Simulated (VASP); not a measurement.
# Al2O3 (P-6m2) in VASP: settings compared, part 2 of 2

VASP 6.6.1.

## 5. Relaxation of the atoms, PBE

This run uses another cell than the first one, of 13.32 Å³/atom.

INCAR reads:

```
ALGO = Normal ; EDIFF = 1E-6
EDIFFG = -0.01 ; ENCUT = 520
GGA = PE ; IBRION = 2
ISIF = 2 ; ISMEAR = -1
LASPH = True ; LCHARG = False
LREAL = False ; LWAVE = False
NELM = 60 ; NSW = 60
PREC = Accurate ; SIGMA = 0.05
```

KPOINTS reads:

```
k-points
0
Gamma
  9 9 3
```

POSCAR reads:

```
Al2O3
1.0
    2.8843249483      0.0000000000      0.0000000000
   -1.4421624742      2.4978986780      0.0000000000
    0.0000000000      0.0000000000      9.2433869154
Al O
2 3
Direct
    0.0000000000      0.0000000000      0.8500076700
    0.0000000000      0.0000000000      0.1499923300
    0.3333333333      0.6666666667      0.7776830800
    0.6666666667      0.3333333333      0.0000000000
    0.3333333333      0.6666666667      0.2223169200
```

Potentials or basis: VASP PAW PBE potentials, release 64 (Al, O).

Run with:

```console
$ cat potpaw_PBE.64/Al/POTCAR potpaw_PBE.64/O/POTCAR > POTCAR
$ mpirun -np 1 vasp_std > vasp.out
```

OUTCAR:

```text
EDIFF = 1E-6
   EDIFFG = -0.01
   ENCUT = 520
   GGA = PE
   IBRION = 2
   ISIF = 2
   ISMEAR = -1
   LASPH = True
   LREAL = False
   NELM = 60
   NSW = 60
   PREC = Accurate

 ion  position               nearest neighbor table
   1  0.000  0.000  0.850-   3 1.79   3 1.79   3 1.79   4 2.17   4 2.17   4 2.17   2 2.77
   2  0.000  0.000  0.150-   5 1.79   5 1.79   5 1.79   4 2.17   4 2.17   4 2.17   1 2.77
   3  0.333  0.667  0.778-   1 1.79   1 1.79   1 1.79
   4  0.667  0.333  0.000-   1 2.17   2 2.17   1 2.17   2 2.17   1 2.17   2 2.17
   5  0.333  0.667  0.222-   2 1.79   2 1.79   2 1.79

  LATTYP: Found a hexagonal cell.
 ALAT       =     2.8843249483
 C/A-ratio  =     3.2046967943

  Lattice vectors:

[... 190 lines left out ...]
  --------------------------------------------------------------------------------------
  -------------------------------------------------------------------------------------
  Total        0.2359766      0.2359766      0.8312558     -0.0000000     -0.0000000      0.0000000
  in kB        5.6771375      5.6771375     19.9983941     -0.0000000     -0.0000000      0.0000000
  external PRESSURE =      10.4508897 kB  Pullay stress =       0.0000000 kB
[... 143 lines left out ...]
--------------------------------------- Ionic step        5  -------------------------------------------

 number of electron      23.9999995 magnetization

 Free energy of the ion-electron system (eV)
  ---------------------------------------------------
  ext. energy  EPLUGINS =         0.00000000
  ---------------------------------------------------
  free energy    TOTEN  =       -36.38507348 eV

  energy without entropy =      -36.38507348  energy(sigma->0) =      -36.38507348

 E-fermi :   2.1643     XC(G=0):  -8.6016

 val. band max:        0.9794586647   @ k =   0.1111   0.1111   0.0000
 cond. band min:       5.7361455599   @ k =   0.0000   0.0000   0.0000
 fundamental gap:      4.7566868952
 Fermi energy:         2.1643397002

 k-point     1 :       0.0000    0.0000    0.0000
  band No.  band energies     occupation
      1     -17.7238      2.00000
      2     -16.7065      2.00000
      3     -15.5286      2.00000
      4      -3.9875      2.00000
      5      -1.1434      2.00000
      6      -0.5009      2.00000
[... 477 lines left out ...]
  FREE ENERGIE OF THE ION-ELECTRON SYSTEM (eV)
  ---------------------------------------------------
  free  energy   TOTEN  =       -36.3850734835 eV

  energy  without entropy=      -36.3850734834  energy(sigma->0) =      -36.38507348

 reached required accuracy - stopping structural energy minimisation
```

It took 2.6 min on 1 thread of AMD EPYC 7R13, shared host; peak memory 0.16 GiB.

What came out:

```
Free energy                  : -36.3851 eV
Energy gained by relaxing    : 1.0 meV/atom
Ionic steps                  : 5
Pressure after relaxing      : 0.0 GPa
Largest force after relaxing : 0.003 eV/Å
Band gap on the k mesh       : 4.76 eV (least direct gap 5.00 eV)
```

Forces on the atoms (eV/Å):
```
Al   0.000  0.000 -0.003
Al   0.000  0.000  0.003
O    0.000  0.000 -0.002
O    0.000  0.000  0.000
O    0.000  0.000  0.002
```

Step by step:
```csv
step,energy change (eV),largest force (eV/Å),pressure (GPa)
1,0.0000,0.1454,1.05
2,-0.0027,0.1112,0.72
3,-0.0046,0.0611,0.15
4,-0.0044,0.1043,-0.15
5,-0.0048,0.0031,0.04
```

Final structure:
```xyz
5
Lattice="2.8843 0.0000 0.0000 -1.4422 2.4979 0.0000 0.0000 0.0000 9.2434" Properties=species:S:1:pos:R:3 pbc="T T T"
Al    0.0000    0.0000    7.8428
Al    0.0000    0.0000    1.4006
O     0.0000    1.6653    7.1669
O     1.4422    0.8326    0.0000
O     0.0000    1.6653    2.0765
```

Caveat: an odd mesh through Γ misses points on the zone boundary, where band edges can lie.

## 6. Single point, HSE06

Changes to POSCAR since step 5:

```diff
@@ -4,3 +4,3 @@
    -1.4421624742      2.4978986780      0.0000000000
-    0.0000000000      0.0000000000      9.2433869154
+    0.0000000000      0.0000000000      9.3367544600
 Al O
```

INCAR.step1 reads:

```
SYSTEM = Al2O3
PREC     = Accurate       ! precision mode
ENCUT    = 520            ! plane-wave cutoff, eV
EDIFF    = 1E-5           ! SCF threshold, eV
ISMEAR   = -1             ! smearing method
SIGMA    = 0.05           ! smearing width, eV
LREAL    = .FALSE.        ! projectors in reciprocal space
LASPH    = .TRUE.         ! aspherical terms in the spheres
NELM     = 80             ! most SCF steps
ALGO     = Normal         ! electronic algorithm
ISIF     = 2              ! what is computed and relaxed
LWAVE    = .TRUE.         ! write WAVECAR
GGA      = PE             ! functional
NBANDS   = 20             ! bands
KPAR     = 4
```

INCAR.step2 reads:

```
SYSTEM = Al2O3
PREC     = Accurate       ! precision mode
ENCUT    = 520            ! plane-wave cutoff, eV
EDIFF    = 1E-6           ! SCF threshold, eV
ISMEAR   = -1             ! smearing method
SIGMA    = 0.05           ! smearing width, eV
LREAL    = .FALSE.        ! projectors in reciprocal space
LASPH    = .TRUE.         ! aspherical terms in the spheres
NELM     = 80             ! most SCF steps
ALGO     = Normal         ! electronic algorithm
ISIF     = 2              ! what is computed and relaxed
LWAVE    = .FALSE.        ! write WAVECAR
LCHARG   = .TRUE.         ! write CHGCAR
GGA      = PE             ! functional
LHFCALC  = .TRUE.         ! exact exchange
HFSCREEN = 0.2079         ! screening, 1/A
PRECFOCK = Fast         
LVHAR    = .TRUE.       
ISTART   = 1            
NBANDS   = 20             ! bands
KPAR     = 4
```

KPOINTS reads:

```
Automatic mesh
0
G
  8 8 2
  0 0 0
```

Potentials or basis: VASP PAW PBE potentials, release 64 (Al, O).

Run with:

```console
$ cat potpaw_PBE.64/Al/POTCAR potpaw_PBE.64/O/POTCAR > POTCAR
$ cp INCAR.step1 INCAR
$ mpirun -np 4 vasp_std > vasp.out
$ cp INCAR.step2 INCAR
$ mpirun -np 4 vasp_std > vasp.out
```

Wall time 9.3 min (4 MPI ranks of Oxide Virtual Turin-like, shared host); peak memory 0.28 GiB.

The run converged. Its results:

| Item | Value |
| --- | --- |
| Free energy | -43.9397 eV |
| Pressure | -4.9 GPa |
| Largest force | 0.453 eV/Å |
| Band gap on the k mesh | 6.51 eV (least direct gap 6.72 eV) |

Forces on the atoms (eV/Å):
```
Al   0.000  0.000 -0.148
Al   0.000  0.000  0.148
O    0.000  0.000  0.453
O    0.000  0.000  0.000
O    0.000  0.000 -0.453
```

Stress tensor (GPa, compression positive):
```
-5.56  0.00  0.00
 0.00 -5.56  0.00
 0.00  0.00 -3.65
```

Levels at points of the mesh, in eV from the valence-band top:
| k point | band 9 | band 10 | band 11 | band 12 | band 13 | band 14 | band 15 | band 16 |
| --- | --- | --- | --- | --- | --- | --- | --- | --- |
| (0.00, 0.00, 0.00) | -1.29 | -0.47 | -0.47 | -0.22 | 6.51 | 9.09 | 9.70 | 10.88 |
| (0.50, 0.00, 0.00) | -2.07 | -0.99 | -0.89 | -0.66 | 9.67 | 10.79 | 10.95 | 13.00 |
| (0.00, 0.00, 0.50) | -1.29 | -0.47 | -0.47 | -0.26 | 6.67 | 8.62 | 9.81 | 11.27 |
| (0.50, 0.00, 0.50) | -2.07 | -0.99 | -0.89 | -0.65 | 9.68 | 10.73 | 11.03 | 12.65 |

Caveat: the cell stands under tension; the PAW data sets were made with another functional, which shifts forces and pressure a little.

## 7. The runs side by side

| task | level | potentials or basis | cell | k mesh | cutoff (eV) | grid for exact exchange (PRECFOCK) | share of exact exchange | screening parameter | gap on the mesh (eV) | pressure (GPa) | largest force (eV/Å) |
| --- | --- | --- | --- | --- | --- | --- | --- | --- | --- | --- | --- |
| single point | RPBE | VASP PAW PBE potentials, release 64 (Al, O) | a = 2.903, b = 2.903, c = 9.231 Å, angles 90.0, 90.0, 120.0°, 5 atoms, atomic positions A | 11 × 11 × 3 | 600 | - | - | - | 4.64 | -0.5 | 0.06 |
| relaxation of cell and atoms | PBEsol | VASP PAW PBE potentials, release 64 (Al, O_h) | relaxed from a = 2.884, b = 2.884, c = 9.337 Å, angles 90.0, 90.0, 120.0°, 5 atoms, atomic positions B | 11 × 11 × 3 | 910 | - | - | - | 4.74 | 0.0 | - |
| single point | PBE | VASP PAW PBE potentials, release 64 (Al, O) | a = 2.884, b = 2.884, c = 9.243 Å, angles 90.0, 90.0, 120.0°, 5 atoms, atomic positions C | 9 × 9 × 3 | 520 | - | - | - | 4.75 | -0.1 | 0.04 |
| relaxation of the atoms | PBE | VASP PAW PBE potentials, release 64 (Al, O) | atoms relaxed from a = 2.884, b = 2.884, c = 9.243 Å, angles 90.0, 90.0, 120.0°, 5 atoms, atomic positions B | 9 × 9 × 3 | 520 | - | - | - | 4.76 | 0.0 | - |
| single point | HSE06 | VASP PAW PBE potentials, release 64 (Al, O) | a = 2.884, b = 2.884, c = 9.337 Å, angles 90.0, 90.0, 120.0°, 5 atoms, atomic positions B | 8 × 8 × 2 | 520 | Fast | 0.25 | 0.2079 1/Å | 6.51 | -4.9 | 0.45 |

Alike in all rows: no spin polarisation; smearing fermi-dirac 0.05 eV.

Caveats: an odd mesh through Γ misses points on the zone boundary, where band edges can lie (at least some runs); the PAW data sets were made with another functional, which shifts forces and pressure a little (at least some runs); the cutoff is under 1.25 times the usual one of these potentials, so pressure, stress and relaxed cells hold a basis-set (Pulay) error (at least some runs); the volume moved by over 15 % at a fixed basis, so the end points are rough (at least some runs); the cell stands under tension (at least some runs).

Absolute energies hang on the potentials; compare differences alone.
